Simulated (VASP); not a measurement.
# HfN (Fm-3m) in VASP: a series of runs

Aim: see how the results for HfN move with the level of theory and the settings. Levels: PBEsol, PBEsol+D3(BJ). Tasks: relaxation of cell and atoms, single point.

Program: VASP 6.6.1. These are calculated values, not measurements. Logs are shortened: lines on timing, memory, paths and dates and some standing lists are left out, and cuts for length are marked.

## (1) The cell of the first run

It takes space group Fm-3m (No. 225, cubic). Conventional cell: a = 4.502 Å, b = 4.502 Å, c = 4.502 Å, α = 90.00°, β = 90.00°, γ = 90.00°. Hf (site symmetry m-3m) has 6 N at 2.25 Å within 3.0 Å. N (site symmetry m-3m) has 6 Hf at 2.25 Å within 3.0 Å.

## (2) Relaxation of cell and atoms, PBEsol, target pressure 6 GPa, at which the enthalpy is minimised

The input, INCAR:

```
PREC = Accurate
ENCUT = 600
EDIFF = 1E-6
ISMEAR = -1
SIGMA = 0.15
LREAL = False
LASPH = True
NELM = 80
ALGO = Normal
ISIF = 3
LWAVE = False
LCHARG = False
GGA = PS
IBRION = 2
NSW = 80
EDIFFG = -0.001
PSTRESS = 60.0
```

The input, KPOINTS:

```
Automatic mesh
0
Gamma
  16 16 16
```

The input, POSCAR:

```
HfN
1.0
    0.0000000000      2.2511619669      2.2511619669
    2.2511619669      0.0000000000      2.2511619669
    2.2511619669      2.2511619669      0.0000000000
Hf N
1 1
Direct
    0.0000000000      0.0000000000      0.0000000000
    0.5000000000      0.5000000000      0.5000000000
```

Potentials or basis: VASP PAW PBE potentials, release 64 (Hf_pv, N).

Command:

```bash
$ cat potpaw_PBE.64/Hf_pv/POTCAR potpaw_PBE.64/N/POTCAR > POTCAR
$ mpirun -np 1 vasp_std > vasp.out
```

OUTCAR:

```text
PREC = Accurate
   ENCUT = 600
   EDIFF = 1E-6
   ISMEAR = -1
   LREAL = False
   LASPH = True
   NELM = 80
   ISIF = 3
   GGA = PS
   IBRION = 2
   NSW = 80
   EDIFFG = -0.001
   PSTRESS = 60.0

 ion  position               nearest neighbor table
   1  0.000  0.000  0.000-   2 2.25   2 2.25   2 2.25   2 2.25   2 2.25   2 2.25
   2  0.500  0.500  0.500-   1 2.25   1 2.25   1 2.25   1 2.25   1 2.25   1 2.25

  LATTYP: Found a face centered cubic cell.
 ALAT       =     4.5023239338

  Lattice vectors:

 A1 = (   0.0000000000,   2.2511619669,   2.2511619669)
 A2 = (   2.2511619669,   0.0000000000,   2.2511619669)
 A3 = (   2.2511619669,   2.2511619669,   0.0000000000)

Analysis of symmetry for initial positions (statically):
=====================================================================
 Subroutine PRICEL returns:
 Original cell was already a primitive cell.

 Routine SETGRP: Setting up the symmetry group for a
 face centered cubic supercell.

 Subroutine GETGRP returns: Found 48 space group operations
 (whereof 48 operations were pure point group operations)
 out of a pool of 48 trial point group operations.

The static configuration has the point symmetry O_h .

Analysis of symmetry for dynamics (positions and initial velocities):
=====================================================================
 Subroutine PRICEL returns:
 Original cell was already a primitive cell.

 Routine SETGRP: Setting up the symmetry group for a
 face centered cubic supercell.

 Subroutine GETGRP returns: Found 48 space group operations
 (whereof 48 operations were pure point group operations)
 out of a pool of 48 trial point group operations.

The dynamic configuration has the point symmetry O_h .

 Subroutine INISYM returns: Found 48 space group operations
 (whereof 48 operations are pure point group operations),
 and found     1 'primitive' translations

----------------------------------------------------------------------------------------

                                     Primitive cell

  volume of cell :      22.8166

  direct lattice vectors                    reciprocal lattice vectors
     0.000000000  2.251161967  2.251161967    -0.222107519  0.222107519  0.222107519
     2.251161967  0.000000000  2.251161967     0.222107519 -0.222107519  0.222107519
     2.251161967  2.251161967  0.000000000     0.222107519  0.222107519 -0.222107519

  length of vectors
     3.183623785  3.183623785  3.183623785     0.384701508  0.384701508  0.384701508

  position of ions in fractional coordinates (direct lattice)
     0.000000000  0.000000000  0.000000000
     0.500000000  0.500000000  0.500000000

  ion indices of the primitive-cell ions
   primitive index   ion index
                 1           1
                 2           2

----------------------------------------------------------------------------------------

 KPOINTS: Automatic mesh

Automatic generation of k-mesh.
 Grid dimensions read from file:
 generate k-points for:   16   16   16

 Generating k-lattice:

  Cartesian coordinates                     Fractional coordinates (reciprocal lattice)
    -0.013881720  0.013881720  0.013881720     0.062500000  0.000000000  0.000000000
     0.013881720 -0.013881720  0.013881720     0.000000000  0.062500000  0.000000000
     0.013881720  0.013881720 -0.013881720     0.000000000  0.000000000  0.062500000

  Length of vectors
     0.024043844  0.024043844  0.024043844

  Shift w.r.t. Gamma in fractional coordinates (k-lattice)
     0.000000000  0.000000000  0.000000000

 Subroutine IBZKPT returns following result:
 ===========================================

 Found    145 irreducible k-points:

 Following reciprocal coordinates:
            Coordinates               Weight
  0.000000  0.000000  0.000000      1.000000
  0.062500  0.000000  0.000000      8.000000
  0.125000  0.000000  0.000000      8.000000
  0.187500  0.000000  0.000000      8.000000
  0.250000  0.000000  0.000000      8.000000
  0.312500  0.000000  0.000000      8.000000
[... 16 lines left out ...]
 -0.125000  0.062500  0.000000     24.000000
 -0.062500  0.062500  0.000000     12.000000
 [... further k-points ...]
   k-points           NKPTS =    145   k-points in BZ     NKDIM =    145   number of bands    NBANDS=     11
   number of dos      NEDOS =    301   number of ions     NIONS =      2
   total plane-waves  NPLWV =  21952
   dimension x,y,z NGX =    28 NGY =   28 NGZ =   28
   dimension x,y,z NGXF=    56 NGYF=   56 NGZF=   56
   ions per type =               1   1
   NGX,Y,Z   is equivalent  to a cutoff of  14.62, 14.62, 14.62 a.u.
   NGXF,Y,Z  is equivalent  to a cutoff of  29.24, 29.24, 29.24 a.u.
 SYSTEM =  unknown system
   PREC   = accura    normal or accurate (medium, high low for compatibility)
   ISTART =      0    job   : 0-new  1-cont  2-samecut
   ICHARG =      2    charge: 1-file 2-atom 10-const
   ISPIN  =      1    spin polarized calculation?
   LNONCOLLINEAR =      F non collinear calculations
   LSORBIT =      F    spin-orbit coupling
   LASPH  =      T    aspherical Exc in radial PAW
   ENCUT  =  600.0 eV  44.10 Ry    6.64 a.u.   6.36  6.36  6.36*2*pi/ulx,y,z
   NELM   =     80;   NELMIN=  2; NELMDL= -5     # of ELM steps
   EDIFF  = 0.1E-05   stopping-criterion for ELM
   LREAL  =      F    real-space projection
   EDIFFG = -.1E-02   stopping-criterion for IOM
   NSW    =     80    number of steps for IOM
   IBRION =      2    ionic relax: 0-MD 1-quasi-New 2-CG
   NFREE  =      1    steps in history (QN), initial steepest desc. (CG)
   ISIF   =      3    stress and relaxation
   ISYM   =      2    0-nonsym 1-usesym 2-fastsym
   POTIM  = 0.5000    time-step for ionic-motion
   TEBEG  =    0.0;   TEEND  =   0.0 temperature during run
   PSTRESS=   60.0 pullay stress
   NELECT =      15.0000    total number of electrons
   NUPDOWN=      -1.0000    fix difference up-down
   EMIN   =  10.00;   EMAX   =-10.00  energy-range for DOS
   EFERMI =   0.00;   METHOD = LEGACY
   ISMEAR =    -1;   SIGMA  =   0.15  broadening in eV -4-tet -1-fermi 0-gaus
   EFERMI_NEDOS =   21; number of points for ismear=-14 and -15
   IALGO  =     38    algorithm
   IMIX   =      4    mixing-type and parameters
     AMIX     =   0.40;   BMIX     =  1.00
     AMIX_MAG =   1.60;   BMIX_MAG =  1.00
  volume/ion in A,a.u.               =      11.41        76.99
  Fermi-wavevector in a.u.,A,eV,Ry     =   1.423492  2.690011 27.569905  2.026331
  Thomas-Fermi vector in A             =   2.544084
   LORBIT       =      0    0 simple, 1 ext, 2 COOP (PROOUT), +10 PAW based schemes
   GGA     = PS    functional components
   LHFCALC =     F    Hartree Fock is set to
   AEXX    =    0.0000 exact exchange contribution
   IVDW    =     0    specifies the selected vdW correction
   LEPSILON=     F    determine dielectric tensor
   LRPA    =     F    only Hartree local field effects (RPA)
 conjugate gradient relaxation of ions
 non-spin polarized calculation
  energy-cutoff  :      600.00
  volume of cell :       22.82
 maximum number of plane-waves:       778
 NGX is ok and might be reduce to    28
   NGX = 13   NGY = 13   NGZ = 13

--------------------------------------- Ionic step        1  -------------------------------------------

 number of electron      15.0000002 magnetization

 Free energy of the ion-electron system (eV)
  ---------------------------------------------------
  ext. energy  EPLUGINS =         0.00000000
  ---------------------------------------------------
  free energy    TOTEN  =       -23.01652598 eV

  energy without entropy =      -22.97372969  energy(sigma->0) =      -22.99512783

------------------------ aborting loop because EDIFF is reached ----------------------------------------

  FORCE on cell =-STRESS in cart. coord.  units (eV):
  Direction    XX          YY          ZZ          XY          YZ          ZX
  --------------------------------------------------------------------------------------
  -------------------------------------------------------------------------------------
  Total       -0.3243221     -0.3243221     -0.3243221      0.0000000      0.0000000      0.0000000
  in kB      -22.7738756    -22.7738756    -22.7738756      0.0000000      0.0000000      0.0000000
  external PRESSURE =     -82.7738756 kB  Pullay stress =      60.0000000 kB

 VOLUME and BASIS-vectors are now :
 -----------------------------------------------------------------------------
  energy-cutoff  :      600.00
  volume of cell :       22.82
      direct lattice vectors                 reciprocal lattice vectors
     0.000000000  2.251161967  2.251161967    -0.222107519  0.222107519  0.222107519
     2.251161967  0.000000000  2.251161967     0.222107519 -0.222107519  0.222107519
     2.251161967  2.251161967  0.000000000     0.222107519  0.222107519 -0.222107519
[... 84 lines left out ...]
  FREE ENERGIE OF THE ION-ELECTRON SYSTEM (eV)
  ---------------------------------------------------
  free  energy   TOTEN  =       -23.0101385901 eV

  energy  without entropy=      -22.9687054792  energy(sigma->0) =      -22.98942203

  enthalpy is  TOTEN    =       -22.1785657080 eV   P V=        0.8315728822

--------------------------------------- Ionic step        4  -------------------------------------------

 number of electron      15.0000001 magnetization

 Free energy of the ion-electron system (eV)
  ---------------------------------------------------
  ext. energy  EPLUGINS =         0.00000000
  ---------------------------------------------------
  free energy    TOTEN  =       -23.00969140 eV

  energy without entropy =      -22.96828432  energy(sigma->0) =      -22.98898786

 E-fermi :   8.5383     XC(G=0): -13.0943

 val. band max:        8.5379876108   @ k =   0.0625   0.0625   0.0000
 cond. band min:       8.6340012323   @ k =  -0.1250   0.0625   0.0000
 fundamental gap:      0.0960136215
 Fermi energy:         8.5382807673

 k-point     1 :       0.0000    0.0000    0.0000
  band No.  band energies     occupation
      1     -22.3661      2.00000
      2     -22.3661      2.00000
      3     -22.3661      2.00000
      4      -9.1250      2.00000
      5       5.5137      2.00000
      6       5.5137      2.00000
      7       5.5137      2.00000
      8       8.1466      1.86313
      9       8.1466      1.86313
     10       8.1466      1.86313
     11      10.7271      0.00000

 k-point     2 :       0.0625    0.0000    0.0000
  band No.  band energies     occupation
      1     -22.4138      2.00000
      2     -22.3699      2.00000
      3     -22.3699      2.00000
      4      -9.0249      2.00000
      5       5.0944      2.00000
      6       5.2596      2.00000
      7       5.2596      2.00000
      8       8.2720      1.71025
      9       8.2899      1.67931
     10       8.2899      1.67931
     11      11.0157      0.00000
[... 295 lines left out ...]
 k-point    24 :      -0.0625    0.0625    0.0000
  band No.  band energies     occupation
      1     -22.4798      2.00000
      2     -22.3941      2.00000
      3     -22.3679      2.00000
      4      -8.8648      2.00000
      5       4.4604      2.00000
      6       4.8009      2.00000
      7       5.1369      2.00000
      8       8.3291      1.60262
      9       8.3299      1.60088
     10       8.8025      0.29324
     11      10.7869      0.00000

 [... further k-points ...]
[... 5 lines left out ...]
  --------------------------------------------------------------------------------------
  -------------------------------------------------------------------------------------
  Total        0.8316520      0.8316520      0.8316520      0.0000000     -0.0000000      0.0000000
  in kB       60.0384507     60.0384507     60.0384507      0.0000000     -0.0000000      0.0000000
  external PRESSURE =       0.0384507 kB  Pullay stress =      60.0000000 kB

 VOLUME and BASIS-vectors are now :
 -----------------------------------------------------------------------------
  energy-cutoff  :      600.00
  volume of cell :       22.19
      direct lattice vectors                 reciprocal lattice vectors
     0.000000000  2.230476150  2.230476150    -0.224167382  0.224167382  0.224167382
     2.230476150 -0.000000000  2.230476150     0.224167382 -0.224167382  0.224167382
     2.230476150  2.230476150 -0.000000000     0.224167382  0.224167382 -0.224167382

 POSITION                                       TOTAL-FORCE (eV/Angst)
 -----------------------------------------------------------------------------------
      2.23048     -0.00000      2.23048         0.000000     -0.000000      0.000000
      2.23048      2.23048      2.23048         0.000000      0.000000     -0.000000
 -----------------------------------------------------------------------------------
    total drift:                                0.000000      0.000000      0.000000

  FREE ENERGIE OF THE ION-ELECTRON SYSTEM (eV)
  ---------------------------------------------------
  free  energy   TOTEN  =       -23.0096914036 eV

  energy  without entropy=      -22.9682843244  energy(sigma->0) =      -22.98898786

  enthalpy is  TOTEN    =       -22.1785720127 eV   P V=        0.8311193909

 reached required accuracy - stopping structural energy minimisation
```

Wall time 74 s (1 thread of Intel Xeon Platinum 8488C (Sapphire Rapids), shared host); peak memory 0.2 GiB.

Results:

```
Free energy                                            : -23.0097 eV
Relaxed volume                                         : 11.10 Å³/atom
Relaxed cell                                           : a = 3.154 Å, b = 3.154 Å, c = 3.154 Å, α = 60.00°, β = 60.00°, γ = 60.00°
Space group after relaxing (to 0.05 Å)                 : Fm-3m (No. 225)
Energy change on relaxing (the enthalpy is what falls) : +3.4 meV/atom
Ionic steps                                            : 4
Pressure after relaxing                                : 6.0 GPa
```

The path:
```
step  energy change (eV)  largest force (eV/Å)  pressure (GPa)  volume (Å³)
   1              0.0000                0.0000           -2.28        22.82
   2              0.1339                0.0000           27.18        20.93
   3              0.0064                0.0000            5.83        22.21
   4              0.0068                0.0000            6.00        22.19
```

Final structure:
```yaml
crystal:
  lattice:
    - [0.00000, 2.23048, 2.23048]
    - [2.23048, 0.00000, 2.23048]
    - [2.23048, 2.23048, 0.00000]
  atoms:
    - { symbol: Hf, position: [0.00000, 0.00000, 0.00000] }
    - { symbol: N, position: [0.50000, 0.50000, 0.50000] }
```

Caveat: the cell is relaxed towards a set pressure, so the enthalpy falls and the energy may rise; the PAW data sets were made with another functional, which shifts forces and pressure a little; spin-orbit coupling is left out, which moves the levels of the heavy elements.

## (3) Single point, PBEsol+D3(BJ)

This run uses another cell than the first one, of 11.22 Å³/atom, 0.984 times its volume.

The input, INCAR:

```
  PREC = Accurate
  ENCUT = 520
  EDIFF = 1E-6
  ISMEAR = 0
  SIGMA = 0.1
  LREAL = F
  LASPH = T
  NELM = 100
  ALGO = Normal
  ISIF = 2
  LWAVE = F
  LCHARG = T
  GGA = PS
  IVDW = 12
  LELF = T
  LVHAR = T
  NBANDS = 14
```

KPOINTS is that of step 2.

The input, POSCAR:

```
HfN
1.0
    0.0000000000      2.2389603926      2.2389603926
    2.2389603926      0.0000000000      2.2389603926
    2.2389603926      2.2389603926      0.0000000000
Hf N
1 1
Direct
    0.0000000000      0.0000000000      0.0000000000
    0.5000000000      0.5000000000      0.5000000000
```

Potentials or basis: VASP PAW PBE potentials, release 64 (Hf_pv, N).

Command:

```bash
$ cat potpaw_PBE.64/Hf_pv/POTCAR potpaw_PBE.64/N/POTCAR > POTCAR
$ mpirun -np 1 vasp_std > vasp.out
```

Run time: 40 s. Hardware: 1 thread of Intel Xeon Platinum 8259CL at 2.50GHz (Skylake/Cascade Lake), shared host; peak memory 0.18 GiB.

It converged, with:

```
Free energy                : -23.7919 eV
Pressure                   : -3.3 GPa
Dispersion energy per atom : -0.399 eV
```

Levels at points of the mesh, in eV from the Fermi level:
```csv
k point,band 6,band 7,band 8,band 9,band 10,band 11
"(0.00, 0.00, 0.00)",-3.01,-3.01,-0.38,-0.38,-0.38,2.02
"(0.50, 0.00, 0.00)",-6.30,-6.30,3.43,3.86,3.86,4.56
"(0.50, 0.50, 0.00)",-3.96,-3.66,-3.66,4.24,5.77,5.77
```

Caveat: three body term missing; the PAW data sets were made with another functional, which shifts forces and pressure a little; spin-orbit coupling is left out, which moves the levels of the heavy elements; pairwise dispersion overbinds metals, which lowers pressure and volume.

## (4) Single point, PBEsol

The input, INCAR:

```
PREC     = Accurate       # precision mode
ENCUT    = 520            # plane-wave cutoff, eV
EDIFF    = 1E-6           # SCF threshold, eV
ISMEAR   = 0              # smearing method
SIGMA    = 0.1            # smearing width, eV
LREAL    = False          # projectors in reciprocal space
LASPH    = True           # aspherical terms in the spheres
NELM     = 100            # most SCF steps
ALGO     = Normal         # electronic algorithm
ISIF     = 2              # what is computed and relaxed
LWAVE    = False          # write WAVECAR
LCHARG   = False          # write CHGCAR
GGA      = PS             # functional
NBANDS   = 14             # bands
```

The input, KPOINTS:

```
regular mesh
0
Gamma
  16 16 16
```

The input, POSCAR:

```
HfN
1.0
    0.0000000000      2.2507757578      2.2507757578
    2.2507757578      0.0000000000      2.2507757578
    2.2507757578      2.2507757578      0.0000000000
Hf N
1 1
Direct
    0.0000000000      0.0000000000      0.0000000000
    0.5000000000      0.5000000000      0.5000000000
```

Command:

```bash
$ cat potpaw_PBE.64/Hf_pv/POTCAR potpaw_PBE.64/N/POTCAR > POTCAR
$ mpirun -np 1 vasp_std > vasp.out
```

Run time: 40 s. Hardware: 1 thread of Intel Xeon Platinum 8259CL at 2.50GHz (Skylake/Cascade Lake), shared host; peak memory 0.17 GiB.

Results (log left out):

```yaml
Free_energy: -22.9948 eV
Pressure: -2.2 GPa
```

Levels at points of the mesh, in eV from the Fermi level:
```csv
k point,band 6,band 7,band 8,band 9,band 10,band 11
"(0.00, 0.00, 0.00)",-2.99,-2.99,-0.37,-0.37,-0.37,1.93
"(0.50, 0.00, 0.00)",-6.22,-6.22,3.35,3.78,3.78,4.47
"(0.50, 0.50, 0.00)",-3.88,-3.65,-3.65,4.16,5.64,5.64
```

Caveat: the PAW data sets were made with another functional, which shifts forces and pressure a little; spin-orbit coupling is left out, which moves the levels of the heavy elements.

[end of part 1 of 2]
